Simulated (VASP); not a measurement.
Runs of VASP 6.6.1 on AlN. The structure is that of space group I-4m2 (No. 119), or close to it. The cells are those of the table. 

```tsv
cell	gap on the mesh (eV)	pressure (GPa)
a = 2.975, b = 2.975, c = 3.089 Å, angles 58.7, 58.7, 62.5°, 2 atoms	(c)	18.4
a = 3.247, b = 3.247, c = 3.089 Å, angles 61.6, 61.6, 56.8°, 2 atoms	3.55	-17.4
a = 3.012, b = 3.012, c = 3.089 Å, angles 59.2, 59.2, 61.7°, 2 atoms	3.69	11.6
a = 3.227, b = 3.227, c = 3.089 Å, angles 61.4, 61.4, 57.2°, 2 atoms	3.60	(a)
a = 2.938, b = 2.938, c = 3.089 Å, angles 58.3, 58.3, 63.4°, 2 atoms	(b)	25.9
```

Alike in all rows: task single point; level r2SCAN; potentials or basis VASP PAW PBE potentials, release 64 (Al, N); no spin polarisation; k mesh 10 × 10 × 10; cutoff (eV) 520; smearing gaussian 0.05 eV.

Task: Estimate the missing entries.

Result: (a) -15.6; (b) 3.50; (c) 3.59.

Caveats: the PAW data sets were made with another functional, which shifts forces and pressure a little.

A k mesh can miss the band edges.
